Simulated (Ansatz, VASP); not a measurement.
# Pt in VASP and in Ansatz

```
Pt
1.0
     0.00000    1.86546    1.86546
     1.86546    0.00000    1.86546
     1.86546    1.86546    0.00000
Pt
1
Cartesian
  0.0000 0.0000 0.0000
```

Alike in both runs: task single point; functional LDA; k mesh 23 × 23 × 23; occupations fermi-dirac, width 0.05 eV; collinear spin.

|  | VASP | Ansatz |
| --- | --- | --- |
| version | VASP 6.6.1 | Ansatz 0.2.0 |
| potentials or method | VASP PAW LDA potentials, release 64 (Pt), cutoff 520 eV | plane waves (420 eV) with PAW, scalar-relativistic |
| valence electrons in the cell | 10 | 18 |

|  | VASP | Ansatz | Ansatz less VASP |
| --- | --- | --- | --- |
| net moment per atom (μB) | 0.00 | 0.00 | 0.000 |

Ansatz warns that its potentials were made for another functional, while VASP's fit it. LDA's correlation is that of Perdew and Zunger in VASP and of Perdew and Wang (1992) in Ansatz. VASP's potentials hold 10 valence electrons a cell and Ansatz's 18, so a difference there can come from the potentials and not from the codes. Ansatz's warnings: seeded moment not kept.

Spin-orbit coupling is off throughout.
